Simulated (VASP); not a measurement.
# In3As (Pm-3m) in VASP: notebook

Aim: see how the results for In3As move with the level of theory and the settings. Levels: LDA, PBE, r2SCAN. Tasks: single point.

Program: VASP 6.6.1. These are calculated values, not measurements. Logs are shortened: lines on timing, memory, paths and dates and some standing lists are left out, and cuts for length are marked.

## (1) The cell of the first run

Symmetry: Pm-3m, No. 221, cubic system. Conventional cell: a = 4.763 Å, b = 4.763 Å, c = 4.763 Å, α = 90.00°, β = 90.00°, γ = 90.00°. In (site symmetry 4/mmm) has 8 In at 3.37 Å and 4 As at 3.37 Å within 4.4 Å. Within 4.4 Å of As (site symmetry m-3m) lie 12 In at 3.37 Å.

## (2) Single point, LDA

Input file INCAR:

```
PREC     = Accurate       # precision mode
ENCUT    = 520            # plane-wave cutoff, eV
EDIFF    = 1E-6           # SCF threshold, eV
ISMEAR   = -1             # smearing method
SIGMA    = 0.05           # smearing width, eV
LREAL    = F              # projectors in reciprocal space
LASPH    = T              # aspherical terms in the spheres
NELM     = 60             # most SCF steps
ALGO     = Normal         # electronic algorithm
ISIF     = 2              # what is computed and relaxed
LWAVE    = F              # write WAVECAR
LCHARG   = F              # write CHGCAR
NBANDS   = 30             # bands
```

Input file KPOINTS:

```
Automatic mesh
0
Gamma
  6 6 6
```

Input file POSCAR:

```
In3As
1.0
    4.7633058499      0.0000000000      0.0000000000
    0.0000000000      4.7633058499      0.0000000000
    0.0000000000      0.0000000000      4.7633058499
In As
3 1
Direct
    0.5000000000      0.5000000000      0.0000000000
    0.5000000000      0.0000000000      0.5000000000
    0.0000000000      0.5000000000      0.5000000000
    0.0000000000      0.0000000000      0.0000000000
```

Potentials or basis: VASP PAW LDA potentials, release 64 (In_d, As).

Started as:

```sh
> cat potpaw_LDA.64/In_d/POTCAR potpaw_LDA.64/As/POTCAR > POTCAR
> mpirun -np 1 vasp_std > vasp.out
```

OUTCAR:

```text
PREC = Accurate
   ENCUT = 520
   EDIFF = 1E-6
   ISMEAR = -1
   LREAL = F
   LASPH = T
   NELM = 60
   ISIF = 2

 ion  position               nearest neighbor table
   1  0.500  0.500  0.000-   2 3.37   3 3.37   4 3.37   2 3.37   3 3.37   2 3.37   4 3.37   2 3.37
                             3 3.37   4 3.37   3 3.37   4 3.37
   2  0.500  0.000  0.500-   1 3.37   3 3.37   4 3.37   1 3.37   4 3.37   1 3.37   3 3.37   1 3.37
                             3 3.37   4 3.37   4 3.37   3 3.37
   3  0.000  0.500  0.500-   1 3.37   2 3.37   4 3.37   1 3.37   4 3.37   2 3.37   4 3.37   4 3.37
                             1 3.37   2 3.37   1 3.37   2 3.37
   4  0.000  0.000  0.000-   1 3.37   2 3.37   3 3.37   2 3.37   3 3.37   1 3.37   3 3.37   3 3.37
                             1 3.37   2 3.37   2 3.37   1 3.37

  LATTYP: Found a simple cubic cell.
 ALAT       =     4.7633058499

  Lattice vectors:

 A1 = (   4.7633058499,   0.0000000000,   0.0000000000)
 A2 = (   0.0000000000,   4.7633058499,   0.0000000000)
 A3 = (   0.0000000000,   0.0000000000,   4.7633058499)

Analysis of symmetry for initial positions (statically):
=====================================================================
 Subroutine PRICEL returns:
 Original cell was already a primitive cell.

 Routine SETGRP: Setting up the symmetry group for a
 simple cubic supercell.

 Subroutine GETGRP returns: Found 48 space group operations
 (whereof 48 operations were pure point group operations)
 out of a pool of 48 trial point group operations.

The static configuration has the point symmetry O_h .

Analysis of symmetry for dynamics (positions and initial velocities):
=====================================================================
 Subroutine PRICEL returns:
 Original cell was already a primitive cell.

 Routine SETGRP: Setting up the symmetry group for a
 simple cubic supercell.

 Subroutine GETGRP returns: Found 48 space group operations
 (whereof 48 operations were pure point group operations)
 out of a pool of 48 trial point group operations.

The dynamic configuration has the point symmetry O_h .

 Subroutine INISYM returns: Found 48 space group operations
 (whereof 48 operations are pure point group operations),
 and found     1 'primitive' translations

----------------------------------------------------------------------------------------

                                     Primitive cell

[... 88 lines left out ...]
   NELM   =     60;   NELMIN=  2; NELMDL= -5     # of ELM steps
   EDIFF  = 0.1E-05   stopping-criterion for ELM
   LREAL  =      F    real-space projection
   EDIFFG = 0.1E-04   stopping-criterion for IOM
   NSW    =      0    number of steps for IOM
   IBRION =     -1    ionic relax: 0-MD 1-quasi-New 2-CG
   NFREE  =      0    steps in history (QN), initial steepest desc. (CG)
   ISIF   =      2    stress and relaxation
   ISYM   =      2    0-nonsym 1-usesym 2-fastsym
   POTIM  = 0.5000    time-step for ionic-motion
   TEBEG  =    0.0;   TEEND  =   0.0 temperature during run
   PSTRESS=    0.0 pullay stress
   NELECT =      44.0000    total number of electrons
   NUPDOWN=      -1.0000    fix difference up-down
   EMIN   =  10.00;   EMAX   =-10.00  energy-range for DOS
   EFERMI =   0.00;   METHOD = LEGACY
   ISMEAR =    -1;   SIGMA  =   0.05  broadening in eV -4-tet -1-fermi 0-gaus
   EFERMI_NEDOS =   21; number of points for ismear=-14 and -15
   IALGO  =     38    algorithm
   IMIX   =      4    mixing-type and parameters
     AMIX     =   0.40;   BMIX     =  1.00
     AMIX_MAG =   1.60;   BMIX_MAG =  1.00
  volume/ion in A,a.u.               =      27.02       182.33
  Fermi-wavevector in a.u.,A,eV,Ry     =   1.213344  2.292888 20.030545  1.472203
  Thomas-Fermi vector in A             =   2.348799
   LORBIT       =      0    0 simple, 1 ext, 2 COOP (PROOUT), +10 PAW based schemes
   GGA     = CA    functional components
   LHFCALC =     F    Hartree Fock is set to
   AEXX    =    0.0000 exact exchange contribution
   IVDW    =     0    specifies the selected vdW correction
   LEPSILON=     F    determine dielectric tensor
   LRPA    =     F    only Hartree local field effects (RPA)
 non-spin polarized calculation
  energy-cutoff  :      520.00
  volume of cell :      108.08
 maximum number of plane-waves:      2945
 NGX is ok and might be reduce to    36
   NGX = 17   NGY = 17   NGZ = 17

 number of electron      44.0000049 magnetization

 Free energy of the ion-electron system (eV)
  ---------------------------------------------------
  ext. energy  EPLUGINS =         0.00000000
  ---------------------------------------------------
  free energy    TOTEN  =       -14.42664069 eV

  energy without entropy =      -14.41358739  energy(sigma->0) =      -14.42011404

 E-fermi :   5.7129     XC(G=0): -10.1282

 val. band max:        5.5527737161   @ k =   0.5000   0.1667   0.1667
 cond. band min:       5.7134364961   @ k =   0.3333   0.3333   0.3333
 fundamental gap:      0.1606627800
 Fermi energy:         5.7128693104

 k-point     1 :       0.0000    0.0000    0.0000
  band No.  band energies     occupation
      1      -8.7600      2.00000
      2      -8.7534      2.00000
      3      -8.7534      2.00000
      4      -8.7534      2.00000
      5      -8.5941      2.00000
      6      -8.5941      2.00000
[... 649 lines left out ...]
     29      14.3113      0.00000
     30      14.3114      0.00000

------------------------ aborting loop because EDIFF is reached ----------------------------------------

  FORCE on cell =-STRESS in cart. coord.  units (eV):
  Direction    XX          YY          ZZ          XY          YZ          ZX
  --------------------------------------------------------------------------------------
  -------------------------------------------------------------------------------------
  Total       -3.7819322     -3.7819322     -3.7819322     -0.0000000     -0.0000000     -0.0000000
  in kB      -56.0659146    -56.0659146    -56.0659146     -0.0000000     -0.0000000     -0.0000000
  external PRESSURE =     -56.0659146 kB  Pullay stress =       0.0000000 kB

 VOLUME and BASIS-vectors are now :
 -----------------------------------------------------------------------------
  energy-cutoff  :      520.00
  volume of cell :      108.08
      direct lattice vectors                 reciprocal lattice vectors
     4.763305850  0.000000000  0.000000000     0.209938230  0.000000000  0.000000000
     0.000000000  4.763305850  0.000000000     0.000000000  0.209938230  0.000000000
     0.000000000  0.000000000  4.763305850     0.000000000  0.000000000  0.209938230

 POSITION                                       TOTAL-FORCE (eV/Angst)
 -----------------------------------------------------------------------------------
      2.38165      2.38165      0.00000         0.000000      0.000000      0.000000
      2.38165      0.00000      2.38165         0.000000      0.000000      0.000000
      0.00000      2.38165      2.38165         0.000000      0.000000      0.000000
      0.00000      0.00000      0.00000         0.000000      0.000000      0.000000
 -----------------------------------------------------------------------------------
    total drift:                                0.000000      0.000000      0.000000

  FREE ENERGIE OF THE ION-ELECTRON SYSTEM (eV)
  ---------------------------------------------------
  free  energy   TOTEN  =       -14.4266406912 eV

  energy  without entropy=      -14.4135873925  energy(sigma->0) =      -14.42011404
```

It took 20 s on 1 thread of AMD EPYC 9R45 (Zen 5), shared host; peak memory 0.17 GiB.

What came out:

* Free energy: -14.4266 eV
* Pressure: -5.6 GPa
* Band gap on the k mesh: zero (bands 22 and 23 overlap by 3.44 eV)

Caveat: the cell stands under tension; spin-orbit coupling is left out, which moves the levels of the heavy elements.

## (3) Single point, PBE

Input file INCAR:

```
PREC = Accurate
ENCUT = 520
EDIFF = 1E-6
ISMEAR = -1
SIGMA = 0.05
LREAL = F
LASPH = T
NELM = 60
ALGO = Fast
ISIF = 2
LWAVE = F
LCHARG = F
GGA = PE
NBANDS = 30
```

KPOINTS is that of step 2.

POSCAR is that of step 2.

Potentials or basis: VASP PAW PBE potentials, release 64 (In_d, As).

Started as:

```sh
> cat potpaw_PBE.64/In_d/POTCAR potpaw_PBE.64/As/POTCAR > POTCAR
> mpirun -np 1 vasp_std > vasp.out
```

Wall time 31 s (1 thread of AMD EPYC 9R45 (Zen 5), shared host); peak memory 0.19 GiB.

It converged, with:

- Free energy: -12.0335 eV
- Pressure: -1.6 GPa
- Band gap on the k mesh: zero (bands 22 and 23 overlap by 3.49 eV)

Levels at points of the mesh, in eV from the Fermi level:
| k point | band 20 | band 21 | band 22 | band 23 | band 24 | band 25 |
| --- | --- | --- | --- | --- | --- | --- |
| (0.00, 0.00, 0.00) | -2.59 | -1.95 | -1.95 | 2.05 | 2.05 | 2.05 |
| (0.50, 0.00, 0.00) | -1.41 | -1.36 | 0.08 | 0.09 | 0.09 | 1.59 |
| (0.50, 0.50, 0.00) | -0.65 | -0.30 | 0.37 | 0.37 | 1.65 | 2.00 |
| (0.50, 0.50, 0.50) | -3.61 | -3.61 | -3.61 | -3.09 | 4.49 | 4.49 |

Caveat: spin-orbit coupling is left out, which moves the levels of the heavy elements.

## (4) Single point, r2SCAN

This run uses another cell than the first one, of 23.96 Å³/atom.

Input file POSCAR:

```
In3As
1.0
    4.5763138120      0.0000000000      0.0000000000
    0.0000000000      4.5763138120      0.0000000000
    0.0000000000      0.0000000000      4.5763138120
In As
3 1
Direct
    0.5000000000      0.5000000000      0.0000000000
    0.5000000000      0.0000000000      0.5000000000
    0.0000000000      0.5000000000      0.5000000000
    0.0000000000      0.0000000000      0.0000000000
```

Input file INCAR.step1:

```
PREC     = Accurate       # precision mode
ENCUT    = 520            # plane-wave cutoff, eV
ISMEAR   = -1             # smearing method
SIGMA    = 0.05           # smearing width, eV
LREAL    = F              # projectors in reciprocal space
LASPH    = T              # aspherical terms in the spheres
NELM     = 60             # most SCF steps
NBANDS   = 30             # bands
GGA      = PE             # functional
ALGO     = Normal         # electronic algorithm
EDIFF    = 1E-4           # SCF threshold, eV
LWAVE    = T              # write WAVECAR
LCHARG   = F              # write CHGCAR
```

Input file INCAR.step2:

```
PREC     = Accurate       # precision mode
ENCUT    = 520            # plane-wave cutoff, eV
EDIFF    = 1E-6           # SCF threshold, eV
ISMEAR   = -1             # smearing method
SIGMA    = 0.05           # smearing width, eV
LREAL    = F              # projectors in reciprocal space
LASPH    = T              # aspherical terms in the spheres
NELM     = 60             # most SCF steps
ALGO     = Normal         # electronic algorithm
ISIF     = 2              # what is computed and relaxed
LWAVE    = F              # write WAVECAR
LCHARG   = F              # write CHGCAR
METAGGA  = R2SCAN         # meta-GGA
LMIXTAU  = T            
NBANDS   = 30             # bands
ISTART   = 1
```

Input file KPOINTS:

```
regular mesh
0
Gamma
  6 6 6
```

Started as:

```sh
> cat potpaw_PBE.64/In_d/POTCAR potpaw_PBE.64/As/POTCAR > POTCAR
> cp INCAR.step1 INCAR
> mpirun -np 1 vasp_std > vasp.out
> cp INCAR.step2 INCAR
> mpirun -np 1 vasp_std > vasp.out
```

Wall time 82 s (1 thread of AMD EPYC 9R45 (Zen 5), shared host); peak memory 0.21 GiB.

It converged, with:

| Item | Value |
| --- | --- |
| Free energy | -81.9926 eV |
| Pressure | 2.0 GPa |
| Band gap on the k mesh | zero (bands 22 and 23 overlap by 4.54 eV) |

Levels at points of the mesh, in eV from the Fermi level:
```
           k point  band 19  band 20  band 21  band 22  band 23  band 24  band 25  band 26
(0.00, 0.00, 0.00)    -3.36    -3.36    -1.71    -1.71     2.21     2.21     2.21     5.01
(0.50, 0.00, 0.00)    -1.93    -1.93    -0.88    -0.18    -0.18    -0.07     1.61     5.17
(0.50, 0.50, 0.00)    -6.35    -1.01    -0.28     0.62     0.62     2.02     2.02     2.07
(0.50, 0.50, 0.50)    -4.51    -4.39    -4.39    -4.39    -3.89     5.26     5.26     5.26
```

Caveat: the PAW data sets were made with another functional, which shifts forces and pressure a little; spin-orbit coupling is left out, which moves the levels of the heavy elements.

## (5) Single point, r2SCAN

This run uses another cell than the first one, of 24.47 Å³/atom.

Input file POSCAR:

```
In3As
1.0
    4.6085424358      0.0000000000      0.0000000000
    0.0000000000      4.6085424358      0.0000000000
    0.0000000000      0.0000000000      4.6085424358
In As
3 1
Direct
    0.5000000000      0.5000000000      0.0000000000
    0.5000000000      0.0000000000      0.5000000000
    0.0000000000      0.5000000000      0.5000000000
    0.0000000000      0.0000000000      0.0000000000
```

Input file INCAR.step1:

```
PREC = Accurate
ENCUT = 520
ISMEAR = -1
SIGMA = 0.05
LREAL = False
LASPH = True
NELM = 60
NBANDS = 30
GGA = PE
ALGO = Normal
EDIFF = 1E-4
LWAVE = True
LCHARG = False
```

Input file INCAR.step2:

```
PREC = Accurate
ENCUT = 520
EDIFF = 1E-7
ISMEAR = -1
SIGMA = 0.05
LREAL = False
LASPH = True
NELM = 60
ALGO = Normal
ISIF = 2
LWAVE = False
LCHARG = False
METAGGA = R2SCAN
LMIXTAU = True
NBANDS = 30
ISTART = 1
```

KPOINTS is that of step 4.

Started as:

```sh
> cat potpaw_PBE.64/In_d/POTCAR potpaw_PBE.64/As/POTCAR > POTCAR
> cp INCAR.step1 INCAR
> mpirun -np 1 vasp_std > vasp.out
> cp INCAR.step2 INCAR
> mpirun -np 1 vasp_std > vasp.out
```

Run time: 2.4 min. Hardware: 1 thread of AMD EPYC 9R45 (Zen 5), shared host; peak memory 0.21 GiB.

Results (log left out):

```yaml
Free_energy: -82.0128 eV
Pressure: 1.0 GPa
Band_gap_on_the_k_mesh: zero (bands 22 and 23 overlap by 4.39 eV)
```

Levels at points of the mesh, in eV from the Fermi level:
```
           k point  band 20  band 21  band 22  band 23  band 24  band 25
(0.00, 0.00, 0.00)    -3.24    -1.73    -1.73     2.20     2.20     2.20
(0.50, 0.00, 0.00)    -1.85    -0.94    -0.13    -0.13    -0.04     1.66
(0.50, 0.50, 0.00)    -0.96    -0.25     0.59     0.59     2.03     2.05
(0.50, 0.50, 0.50)    -4.35    -4.35    -4.35    -3.77     5.18     5.18
```

Caveat: the PAW data sets were made with another functional, which shifts forces and pressure a little; spin-orbit coupling is left out, which moves the levels of the heavy elements.

## (6) The runs side by side

```csv
level,potentials or basis,cell,gap on the mesh (eV),pressure (GPa)
LDA,"VASP PAW LDA potentials, release 64 (In_d, As)","a = 4.763 Å, 4 atoms",none,-5.6
PBE,"VASP PAW PBE potentials, release 64 (In_d, As)","a = 4.763 Å, 4 atoms",none,-1.6
r2SCAN,"VASP PAW PBE potentials, release 64 (In_d, As)","a = 4.576 Å, 4 atoms",none,2.0
r2SCAN,"VASP PAW PBE potentials, release 64 (In_d, As)","a = 4.609 Å, 4 atoms",none,1.0
```

Alike in all rows: task single point; no spin polarisation; k mesh 6 × 6 × 6; cutoff (eV) 520; smearing fermi-dirac 0.05 eV.

Caveats: spin-orbit coupling is left out, which moves the levels of the heavy elements; the PAW data sets were made with another functional, which shifts forces and pressure a little (at least some runs); the cell stands under tension (at least some runs).

Absolute energies hang on the potentials; compare differences alone.

The gap in the log of VASP goes by the Fermi energy; the results here count the filled bands.